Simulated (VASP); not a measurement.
Write the native input for VASP 6.6.1 that does the following.

- Task: relaxation of cell and atoms
- Functional: PBE
- Potentials or basis: VASP PAW PBE potentials, release 64 (Al, C)
- Cutoff: 600 eV
- k mesh: 6 × 6 × 4
- Occupations: gaussian, width 0.1 eV
- Spin: no spin polarisation
- Dipole correction: no
- Further INCAR settings: ALGO = Normal; EDIFF = 1e-06; IBRION = 2; EDIFFG = -0.04; NSW = 90; ISIF = 3

The structure of Al2C3 lies in POSCAR:

```
Al2C3
1.0
    3.6460003441      0.0000000000      0.0000000000
   -1.8230001721      3.1575289202      0.0000000000
    0.0000000000      0.0000000000      4.4022091810
Al C
2 3
Direct
    0.3333333333      0.6666666667      0.1380000000
    0.6666666667      0.3333333333      0.8620000000
    0.0000000000      0.0000000000      0.0000000000
    0.3333333333      0.6666666667      0.6250000000
    0.6666666667      0.3333333333      0.3750000000
```

These files were run (other wordings do the same):

INCAR

```
SYSTEM = Al2C3
PREC = Accurate
ENCUT = 600
EDIFF = 1E-6
ISMEAR = 0
SIGMA = 0.1
LREAL = .FALSE.
LASPH = .TRUE.
NELM = 60
ALGO = Normal
ISIF = 3
LWAVE = .FALSE.
LCHARG = .FALSE.
GGA = PE
IBRION = 2
NSW = 90
EDIFFG = -0.04
```

KPOINTS

```
regular mesh
0
G
  6 6 4
  0 0 0
```

Potentials or basis: VASP PAW PBE potentials, release 64 (Al, C).

Run with:

```bash
$ cat potpaw_PBE.64/Al/POTCAR potpaw_PBE.64/C/POTCAR > POTCAR
$ mpirun -np 1 vasp_std > vasp.out
```

Results of the run:

```
Relaxed volume                        : 8.62 Å³/atom
Relaxed cell                          : a = 2.871 Å, b = 2.871 Å, c = 6.039 Å, α = 90.00°, β = 90.00°, γ = 120.00°
Space group after relaxing (to 0.1 Å) : P-3m1 (No. 164)
Energy gained by relaxing             : 1087.4 meV/atom
Ionic steps                           : 23
Pressure after relaxing               : 0.0 GPa
Largest force after relaxing          : 0.036 eV/Å
Band gap on the k mesh                : zero (bands 9 and 10 overlap by 0.64 eV)
```

Caveat: a cell axis changed by over 15 % at a fixed basis, so the end point is rough.

It took 2.9 min on 1 thread of AMD EPYC 9R14 (Zen 4), with other jobs on the host, peak memory 0.15 GiB.
